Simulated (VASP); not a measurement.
Input of a VASP 6.6.1 run:

The input INCAR:

```
PREC = Accurate
ENCUT = 520
EDIFF = 1E-7
ISMEAR = 0
SIGMA = 0.15
LREAL = F
LASPH = T
NELM = 80
ALGO = Fast
ISIF = 2
LWAVE = F
LCHARG = T
GGA = PE
LELF = T
LVHAR = T
NBANDS = 10
```

Contents of KPOINTS:

```
Automatic mesh
0
Gamma
  18 18 18
```

POSCAR

```
Na
1.0
   -1.6302800879      2.1464305404      2.1464305404
    2.1464305404     -1.6302800879      2.1464305404
    2.1464305404      2.1464305404     -1.6302800879
Na
1
Direct
    0.0000000000      0.0000000000      0.0000000000
```

Potentials or basis: VASP PAW PBE potentials, release 64 (Na_pv).

Run with:

```console
$ cat potpaw_PBE.64/Na_pv/POTCAR > POTCAR
$ mpirun -np 1 vasp_std > vasp.out
```

Q: Predict the pressure.

A: 0.1 GPa.

Stress tensor (GPa, compression positive):
```
 0.06 -0.54 -0.54
-0.54  0.06 -0.54
-0.54 -0.54  0.06
```
